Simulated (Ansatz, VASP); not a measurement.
# Co: VASP beside Ansatz

INCAR

```
SYSTEM = Co
  PREC = Accurate
  ENCUT = 520
  EDIFF = 1E-6
  ISMEAR = 0
  SIGMA = 0.15
  LREAL = .False.
  LASPH = .True.
  NELM = 150
  ALGO = Normal
  ISIF = 2
  LWAVE = .False.
  LCHARG = .True.
  ISPIN = 2
  MAGMOM = 1.81 1.83 1.81 1.83
  LORBIT = 11
  LMAXMIX = 4
  GGA = PS
  LELF = .True.
  LVHAR = .True.
  NBANDS = 30
```

Contents of KPOINTS:

```
Automatic mesh
0
Gamma
  24 24 6
  0 0 0
```

File POSCAR:

```
Co
1.0
    2.4552110702      0.0000000000      0.0000000000
   -1.2276055351      2.1262751584      0.0000000000
    0.0000000000      0.0000000000      7.9648408746
Co
4
Direct
    0.0000000000      0.0000000000     -0.0150662144
    0.3333333333      0.6666666667      0.2650662144
    0.0000000000      0.0000000000      0.4849337856
    0.6666666667      0.3333333333      0.7650662144
```

Input for Ansatz:

```yaml
crystal:
  lattice:
    - [2.4552110702, 0.0, 0.0]
    - [-1.2276055351, 2.1262751584, 0.0]
    - [0.0, 0.0, 7.9648408746]
  atoms:
    - { symbol: Co, position: [0.0, 0.0, -0.0150662144], spin: 1.81 }
    - { symbol: Co, position: [0.3333333333, 0.6666666667, 0.2650662144], spin: 1.83 }
    - { symbol: Co, position: [0.0, 0.0, 0.4849337856], spin: 1.81 }
    - { symbol: Co, position: [0.6666666667, 0.3333333333, 0.7650662144], spin: 1.83 }
basis:
  ecutwfc: 420
kpoints:
  mp_grid: { grid: [24, 24, 6] }
hamiltonian:
  xc: pbesol
scf:
  occupations: { method: gaussian, width: 0.15 }
output:
  forces: true
  stress: true
  eigenvalues: true
  populations: true
  write_density: true
  write_potential: true
  elf: true
  volumetric_format: npy
magnetization:
  spin_polarized: true
```

Change from the starting cell: mode 12 (257.6 1/cm) frozen in, largest displacement -0.120 Å.

Alike in both runs: task single point; functional PBEsol; k mesh 24 × 24 × 6; occupations gaussian, width 0.15 eV; collinear spin.

|  | VASP | Ansatz |
| --- | --- | --- |
| version | VASP 6.6.1 | Ansatz 0.2.0 |
| potentials or method | VASP PAW PBE potentials, release 64 (Co), cutoff 520 eV | scalar-relativistic, plane waves, PAW |
| valence electrons in the cell | 36 | 68 |

|  | VASP | Ansatz | Ansatz less VASP |
| --- | --- | --- | --- |
| gap on the k mesh at the Fermi level (eV) | none | none | - |
| pressure (GPa) | 8.4 | 9.4 | +0.97 |
| traceless stress, the component that is largest in VASP (GPa) | 6.25 | 6.43 | +0.178 |
| rms of the force components (eV/Å) | 1.464 | 1.502 | +0.0383 |
| net moment per atom (μB) | 1.59 | 1.60 | +0.005 |
| size of the moment on the site where the two differ most (μB) | 1.59 | 1.65 | +0.059 |

VASP's potentials were made for PBE, not for PBEsol. Site moments also hang on the region over which each program counts them. Atom by atom the forces differ by 0.038 eV/Å (rms over components). A gap of «none» marks a metal or a gap that the smearing closes. VASP's potentials hold 36 valence electrons a cell and Ansatz's 68, so a difference there can come from the potentials and not from the codes.
